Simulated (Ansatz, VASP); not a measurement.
## Si: VASP beside Ansatz

```
Si
1.0
    -1.33503    1.33503    1.33503
     1.33503   -1.33503    1.33503
     1.33503    1.33503   -1.33503
Si
1
Direct
  0.00000 0.00000 0.00000
```

Change from the starting cell: volume scaled by 0.65, LAPW.

Alike in both runs: task single point; functional PBE; k mesh 17 × 17 × 17; occupations fermi-dirac, width 0.05 eV; no spin polarisation.

|  | VASP | Ansatz |
| --- | --- | --- |
| version | VASP 6.6.1 | Ansatz 0.2.0 |
| potentials or method | VASP PAW PBE potentials, release 64 (Si), cutoff 520 eV | all-electron LAPW, scalar-relativistic |

```csv
,VASP,Ansatz,Ansatz less VASP
pressure (GPa),98.6,99.1,+0.48
```

Both programs put the cell under a high pressure, so it lies far from rest at this level. Ansatz ran all-electron here, and VASP with PAW potentials.

Noted on VASP's run: the cell as given lies far from equilibrium.
